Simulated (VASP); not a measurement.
Here is a VASP 6.6.1 calculation.

Contents of INCAR:

```
SYSTEM = BN
  PREC = Accurate
  ENCUT = 600
  EDIFF = 1E-7
  ISMEAR = 0
  SIGMA = 0.02
  LREAL = .False.
  LASPH = .True.
  NELM = 60
  ALGO = Normal
  ISIF = 3
  LWAVE = .False.
  LCHARG = .False.
  GGA = PS
  IBRION = 2
  NSW = 70
  EDIFFG = -0.008
  PSTRESS = 120.0
```

File KPOINTS:

```
regular mesh
0
Gamma
  12 12 4
  0 0 0
```

File POSCAR:

```
BN
1.0
    2.4309735776      0.0000000000      0.0000000000
   -1.2154867888      2.1052848741      0.0000000000
    0.0000000000      0.0000000000      5.9735603650
B N
2 2
Direct
    0.3333333333      0.6666666667      0.2500000000
    0.6666666667      0.3333333333      0.7500000000
    0.3333333333      0.6666666667      0.7500000000
    0.6666666667      0.3333333333      0.2500000000
```

Potentials or basis: VASP PAW PBE potentials, release 64 (B, N).

Command:

```sh
$ cat potpaw_PBE.64/B/POTCAR potpaw_PBE.64/N/POTCAR > POTCAR
$ mpirun -np 1 vasp_std > vasp.out
```

(1) Predict the relaxed volume.

(2) What does it give for the space group after relaxing (to 0.05 Å)?

Answers

(1) 7.44 Å³/atom.

(2) P6_3/mmc (No. 194).

Caveat: the cell is relaxed towards a set pressure, so the enthalpy falls and the energy may rise; the PAW data sets were made with another functional, which shifts forces and pressure a little.
